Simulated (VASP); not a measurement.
Runs of VASP 6.6.1 on BN. The structure is that of space group F-43m (No. 216), or close to it. The cells are those of the table. 

```tsv
level	cell	smearing	gap on the mesh (eV)	pressure (GPa)
PBE	a = 2.521, b = 2.521, c = 2.552 Å, angles 59.6, 59.6, 60.8°, 2 atoms	fermi-dirac 0.02 eV	(a)	15.3
r2SCAN	a = 2.521, b = 2.521, c = 2.552 Å, angles 59.6, 59.6, 60.8°, 2 atoms	gaussian 0.01 eV	(b)	11.6
PBE	a = 2.531, b = 2.531, c = 2.509 Å, angles 60.3, 60.3, 59.4°, 2 atoms	fermi-dirac 0.02 eV	4.34	19.4
r2SCAN	a = 2.531, b = 2.531, c = 2.509 Å, angles 60.3, 60.3, 59.4°, 2 atoms	gaussian 0.01 eV	4.86	15.7
```

Alike in all rows: task single point; potentials or basis VASP PAW PBE potentials, release 64 (B, N); no spin polarisation; k mesh 12 × 12 × 12; cutoff (eV) 520.

Q: Estimate the missing entries.

A: (a) 4.03; (b) 4.54.

Caveats: the PAW data sets were made with another functional, which shifts forces and pressure a little (some runs).

A k mesh can miss the band edges.
